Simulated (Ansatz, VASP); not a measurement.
**EuS in VASP and in Ansatz**

The input INCAR:

```
ALGO = Normal
EDIFF = 1E-6
ENCUT = 600
GGA = PS
GGA_COMPAT = False
ISIF = 2
ISMEAR = -1
ISPIN = 2
LASPH = True
LCHARG = False
LDAU = True
LDAUJ = 0 0
LDAUL = 3 -1
LDAUPRINT = 1
LDAUTYPE = 2
LDAUU = 4.5 0
LMAXMIX = 6
LORBIT = 11
LREAL = False
LWAVE = False
MAGMOM = 4.9 0
NBANDS = 22
NELM = 200
PREC = Accurate
SIGMA = 0.3
```

File KPOINTS:

```
k-points
0
Gamma
  7 7 7
```

File POSCAR:

```
EuS
1.0
    0.0000000000      2.9785000000      2.9785000000
    2.9785000000      0.0000000000      2.9785000000
    2.9785000000      2.9785000000      0.0000000000
Eu S
1 1
Direct
    0.0000000000      0.0000000000      0.0000000000
    0.5000000000      0.5000000000      0.5000000000
```

Input for Ansatz:

```yaml
crystal:
  lattice:
    - [0.0, 2.9785, 2.9785]
    - [2.9785, 0.0, 2.9785]
    - [2.9785, 2.9785, 0.0]
  atoms:
    - { symbol: Eu, position: [0.0, 0.0, 0.0] }
    - { symbol: S, position: [0.5, 0.5, 0.5] }
kpoints:
  mp_grid:
    grid: [7, 7, 7]
    shift: [0.0, 0.0, 0.0]
hamiltonian:
  xc: pbesol
  hubbard:
    - { species: Eu, l: f, u_eff: 4.5 }
magnetization:
  spin_polarized: true
  per_species:
    Eu: 4.9
scf:
  mixing:
    algorithm: msr1
    beta: 0.1
  occupations:
    method: fermi_dirac
    width: 0.3
  eigensolver:
    kind: davidson
output:
  eigenvalues: true
```

Alike in both runs: task single point; functional PBEsol; k mesh 7 × 7 × 7; occupations fermi-dirac, width 0.3 eV; collinear spin; Hubbard terms Eu f U = 4.5 eV.

|  | VASP | Ansatz |
| --- | --- | --- |
| version | VASP 6.6.1 | Ansatz 0.2.0 |
| potentials or method | VASP PAW PBE potentials, release 64 (Eu, S) | plane waves, PAW |
| plane-wave cutoff (eV) | 600 | 420 |
| valence electrons in the cell | 23 | 23 |

|  | VASP | Ansatz | Ansatz less VASP |
| --- | --- | --- | --- |
| gap on the k mesh at the Fermi level (eV) | none | none | - |
| net moment per atom (μB) | 3.47 | 3.49 | +0.013 |
| size of the moment on the site where the two differ most (μB) | 6.66 | 6.82 | +0.161 |

VASP's potentials were made for PBE, not for PBEsol. Site moments also hang on the region over which each program counts them. The programs project onto different local orbitals, so the same U acts differently, and such runs can settle in different states. A gap of «none» marks a metal or a gap that the smearing closes. Ansatz's warnings: filled band counts differ across k points, given moment on shells.

Spin-orbit coupling is off throughout.
